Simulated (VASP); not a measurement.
# AlGaN2 (P-4m2) in VASP: single point with LDA

Aim: the single point of AlGaN2 with LDA.

Program: VASP 6.6.1. These are calculated values, not measurements. Logs are shortened: lines on timing, memory, paths and dates and some standing lists are left out, and cuts for length are marked.

### Step 1. The cell of the first run

Symmetry: P-4m2, No. 115, tetragonal system. Conventional cell: a = 3.235 Å, b = 3.235 Å, c = 4.557 Å, α = 90.00°, β = 90.00°, γ = 90.00°. Within 2.6 Å of Al (site symmetry -4m2) lie 4 N at 1.95 Å. Ga (site symmetry -4m2) has 4 N at 2.01 Å within 2.7 Å. N (site symmetry 2mm) has 2 Al at 1.95 Å and 2 Ga at 2.01 Å within 2.6 Å.

### Step 2. Single point, LDA (strain +0.030 along x and y, +0.030 along z)

Input file INCAR:

```
SYSTEM = AlGaN2
ALGO = Normal ; EDIFF = 1E-6
ENCUT = 520 ; ISIF = 2
ISMEAR = 0 ; LASPH = .TRUE.
LCHARG = .FALSE. ; LREAL = .FALSE.
LWAVE = .FALSE. ; NBANDS = 21
NELM = 100 ; PREC = Accurate
SIGMA = 0.05
```

Input file KPOINTS:

```
k-points
0
G
  8 8 6
  0 0 0
```

Input file POSCAR:

```
AlGaN2
1.0
    3.2351033602      0.0000000000      0.0000000000
    0.0000000000      3.2351033602      0.0000000000
    0.0000000000      0.0000000000      4.5565530782
Al Ga N
1 1 2
Direct
    0.5000000000      0.5000000000      0.5000000000
    0.0000000000      0.0000000000      0.0000000000
    0.5000000000      0.0000000000      0.7382648100
    0.0000000000      0.5000000000      0.2617351900
```

Potentials or basis: VASP PAW LDA potentials, release 64 (Al, Ga_d, N).

On the command line:

```bash
cat potpaw_LDA.64/Al/POTCAR potpaw_LDA.64/Ga_d/POTCAR potpaw_LDA.64/N/POTCAR > POTCAR
mpirun -np 1 vasp_std > vasp.out
```

OUTCAR:

```text
SYSTEM = AlGaN2
   EDIFF = 1E-6
   ENCUT = 520
   ISIF = 2
   ISMEAR = 0
   LASPH = .TRUE.
   LREAL = .FALSE.
   NELM = 100
   PREC = Accurate

 ion  position               nearest neighbor table
   1  0.500  0.500  0.500-   3 1.95   4 1.95   3 1.95   4 1.95
   2  0.000  0.000  0.000-   3 2.01   4 2.01   4 2.01   3 2.01
   3  0.500  0.000  0.738-   1 1.95   1 1.95   2 2.01   2 2.01
   4  0.000  0.500  0.262-   1 1.95   1 1.95   2 2.01   2 2.01

  LATTYP: Found a simple tetragonal cell.
 ALAT       =     3.2351033602
 C/A-ratio  =     1.4084721787

  Lattice vectors:

 A1 = (   3.2351033602,   0.0000000000,   0.0000000000)
 A2 = (   0.0000000000,   3.2351033602,   0.0000000000)
 A3 = (   0.0000000000,   0.0000000000,   4.5565530782)

Analysis of symmetry for initial positions (statically):
=====================================================================
 Subroutine PRICEL returns:
 Original cell was already a primitive cell.

 Routine SETGRP: Setting up the symmetry group for a
 simple tetragonal supercell.

 Subroutine GETGRP returns: Found  8 space group operations
 (whereof  8 operations were pure point group operations)
 out of a pool of 16 trial point group operations.

The static configuration has the point symmetry D_2d.

Analysis of symmetry for dynamics (positions and initial velocities):
=====================================================================
 Subroutine PRICEL returns:
 Original cell was already a primitive cell.

 Routine SETGRP: Setting up the symmetry group for a
 simple tetragonal supercell.

 Subroutine GETGRP returns: Found  8 space group operations
 (whereof  8 operations were pure point group operations)
 out of a pool of 16 trial point group operations.

The dynamic configuration has the point symmetry D_2d.

 Subroutine INISYM returns: Found  8 space group operations
 (whereof  8 operations are pure point group operations),
 and found     1 'primitive' translations

----------------------------------------------------------------------------------------

                                     Primitive cell

  volume of cell :      47.6884

  direct lattice vectors                    reciprocal lattice vectors
[... 87 lines left out ...]
   LSORBIT =      F    spin-orbit coupling
   LASPH  =      T    aspherical Exc in radial PAW
   ENCUT  =  520.0 eV  38.22 Ry    6.18 a.u.   6.02  6.02  8.47*2*pi/ulx,y,z
   NELM   =    100;   NELMIN=  2; NELMDL= -5     # of ELM steps
   EDIFF  = 0.1E-05   stopping-criterion for ELM
   LREAL  =      F    real-space projection
   EDIFFG = 0.1E-04   stopping-criterion for IOM
   NSW    =      0    number of steps for IOM
   IBRION =     -1    ionic relax: 0-MD 1-quasi-New 2-CG
   NFREE  =      0    steps in history (QN), initial steepest desc. (CG)
   ISIF   =      2    stress and relaxation
   ISYM   =      2    0-nonsym 1-usesym 2-fastsym
   POTIM  = 0.5000    time-step for ionic-motion
   TEBEG  =    0.0;   TEEND  =   0.0 temperature during run
   PSTRESS=    0.0 pullay stress
   NELECT =      26.0000    total number of electrons
   NUPDOWN=      -1.0000    fix difference up-down
   EMIN   =  10.00;   EMAX   =-10.00  energy-range for DOS
   EFERMI =   0.00;   METHOD = LEGACY
   ISMEAR =     0;   SIGMA  =   0.05  broadening in eV -4-tet -1-fermi 0-gaus
   EFERMI_NEDOS =   21; number of points for ismear=-14 and -15
   IALGO  =     38    algorithm
   IMIX   =      4    mixing-type and parameters
     AMIX     =   0.40;   BMIX     =  1.00
     AMIX_MAG =   1.60;   BMIX_MAG =  1.00
  volume/ion in A,a.u.               =      11.92        80.45
  Fermi-wavevector in a.u.,A,eV,Ry     =   1.337401  2.527322 24.335950  1.788642
  Thomas-Fermi vector in A             =   2.465953
   LORBIT       =      0    0 simple, 1 ext, 2 COOP (PROOUT), +10 PAW based schemes
   GGA     = CA    functional components
   LHFCALC =     F    Hartree Fock is set to
   AEXX    =    0.0000 exact exchange contribution
   IVDW    =     0    specifies the selected vdW correction
   LEPSILON=     F    determine dielectric tensor
   LRPA    =     F    only Hartree local field effects (RPA)
 non-spin polarized calculation
 Gauss-broadening in eV      SIGMA  =   0.05
  energy-cutoff  :      520.00
  volume of cell :       47.69
 maximum number of plane-waves:      1308
   NGX = 13   NGY = 13   NGZ = 17

 number of electron      26.0000027 magnetization

 Free energy of the ion-electron system (eV)
  ---------------------------------------------------
  ext. energy  EPLUGINS =         0.00000000
  ---------------------------------------------------
  free energy    TOTEN  =       -30.01057817 eV

  energy without entropy =      -30.01057817  energy(sigma->0) =      -30.01057817

 E-fermi :   4.7368     XC(G=0): -11.2982

 val. band max:        4.5152500784   @ k =   0.0000   0.0000   0.0000
 cond. band min:       6.7417063703   @ k =   0.0000   0.0000   0.0000
 fundamental gap:      2.2264562919
 Fermi energy:         4.7367738664

 k-point     1 :       0.0000    0.0000    0.0000
  band No.  band energies     occupation
      1     -10.2214      2.00000
      2      -9.3240      2.00000
      3      -8.6149      2.00000
      4      -8.6149      2.00000
      5      -8.5752      2.00000
      6      -8.4664      2.00000
[... 565 lines left out ...]
     20      15.8857      0.00000
     21      15.9021      0.00000

 [... further k-points ...]

------------------------ aborting loop because EDIFF is reached ----------------------------------------

  FORCE on cell =-STRESS in cart. coord.  units (eV):
  Direction    XX          YY          ZZ          XY          YZ          ZX
  --------------------------------------------------------------------------------------
  -------------------------------------------------------------------------------------
  Total       -5.3735077     -5.3735077     -5.3653151      0.0000000      0.0000000      0.0000000
  in kB     -180.5326258   -180.5326258   -180.2573837      0.0000000      0.0000000      0.0000000
  external PRESSURE =    -180.4408784 kB  Pullay stress =       0.0000000 kB

 VOLUME and BASIS-vectors are now :
 -----------------------------------------------------------------------------
  energy-cutoff  :      520.00
  volume of cell :       47.69
      direct lattice vectors                 reciprocal lattice vectors
     3.235103360  0.000000000  0.000000000     0.309109135  0.000000000  0.000000000
     0.000000000  3.235103360  0.000000000     0.000000000  0.309109135  0.000000000
     0.000000000  0.000000000  4.556553078     0.000000000  0.000000000  0.219464139

 POSITION                                       TOTAL-FORCE (eV/Angst)
 -----------------------------------------------------------------------------------
      1.61755      1.61755      2.27828        -0.000000     -0.000000      0.000000
      0.00000      0.00000      0.00000        -0.000000      0.000000      0.000000
      1.61755      0.00000      3.36394        -0.000000      0.000000      0.139280
      0.00000      1.61755      1.19261         0.000000     -0.000000     -0.139280
 -----------------------------------------------------------------------------------
    total drift:                               -0.000000      0.000000      0.000000

  FREE ENERGIE OF THE ION-ELECTRON SYSTEM (eV)
  ---------------------------------------------------
  free  energy   TOTEN  =       -30.0105781737 eV

  energy  without entropy=      -30.0105781737  energy(sigma->0) =      -30.01057817
```

stdout:

```text
POSCAR found type information on POSCAR AlGaN
 POSCAR found :  3 types and       4 ions
 scaLAPACK will be used
 LDA part: xc-table for (Slater(with rela. corr.)+CA(PZ))
 , standard interpolation
 POSCAR, INCAR and KPOINTS ok, starting setup
 FFT: planning ... GRIDC
 FFT: planning ... GRID_SOFT
 FFT: planning ... GRID
 WAVECAR not read
 entering main loop
```

Run time: 43 s. Hardware: 1 thread of Intel Xeon 8259CL, shared host; peak memory 0.18 GiB.

What came out:

| Item | Value |
| --- | --- |
| Free energy | -30.0106 eV |
| Pressure | -18.0 GPa |
| Largest force | 0.139 eV/Å |
| Band gap on the k mesh | 2.23 eV |

Forces in eV/Å, atoms in the order of the input:
```
Al   0.000  0.000  0.000
Ga   0.000  0.000  0.000
N    0.000  0.000  0.139
N    0.000  0.000 -0.139
```

Levels at points of the mesh, in eV from the valence-band top:
```
           k point  band 9  band 10  band 11  band 12  band 13  band 14  band 15  band 16  band 17  band 18
(0.00, 0.00, 0.00)   -2.14    -2.14    -0.19     0.00     0.00     2.23     3.42     6.93    10.39    10.39
(0.50, 0.00, 0.00)   -4.23    -2.71    -2.71    -0.92    -0.63     6.22     6.73     7.59     7.60     9.46
(0.50, 0.50, 0.00)   -4.75    -2.09    -2.08    -2.08    -2.08     3.20     3.20     5.63     8.15    11.63
(0.00, 0.00, 0.50)   -2.50    -1.41    -1.41    -0.94    -0.94     4.80     4.90     7.09     8.44    10.80
(0.50, 0.00, 0.50)   -5.78    -0.90    -0.79    -0.58    -0.52     4.41     5.82     8.59     8.80     9.62
(0.50, 0.50, 0.50)   -4.22    -3.60    -3.00    -2.94    -2.94     5.91     5.91     7.72    10.20    10.20
```

Caveat: the cell differs from its parent crystal (strain +0.030 along x and y, +0.030 along z); the cell stands under tension.
